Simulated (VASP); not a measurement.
Set up this calculation in VASP 6.6.1, as the native input.

* Task: single point
* Functional: PBE
* Potentials or basis: VASP PAW PBE potentials, release 64 (As)
* Cutoff: 520 eV
* k mesh: 19 × 19 × 19
* Occupations: fermi-dirac, width 0.08 eV
* Spin: no spin polarisation
* Dipole correction: no
* Further INCAR settings: ALGO = Normal; EDIFF = 1e-06; NBANDS = 8

The structure of As lies in POSCAR:

```
As
1.0
    0.0000000000      1.7063288433      1.7063288433
    1.7063288433      0.0000000000      1.7063288433
    1.7063288433      1.7063288433      0.0000000000
As
1
Direct
    0.0000000000      0.0000000000      0.0000000000
```

The input as run:

INCAR

```
PREC = Accurate
ENCUT = 520
EDIFF = 1E-6
ISMEAR = -1
SIGMA = 0.08
LREAL = False
LASPH = True
NELM = 60
ALGO = Normal
ISIF = 2
LWAVE = False
LCHARG = False
GGA = PE
NBANDS = 8
```

KPOINTS

```
Automatic mesh
0
Gamma
  19 19 19
```

Potentials or basis: VASP PAW PBE potentials, release 64 (As).

Run with:

```sh
$ cat potpaw_PBE.64/As/POTCAR > POTCAR
$ mpirun -np 1 vasp_std > vasp.out
```

Results of the run:

- Pressure: 227.5 GPa

Run time: 24 s on 1 thread of Intel Xeon 8259CL, on a shared host, peak memory 0.13 GiB.
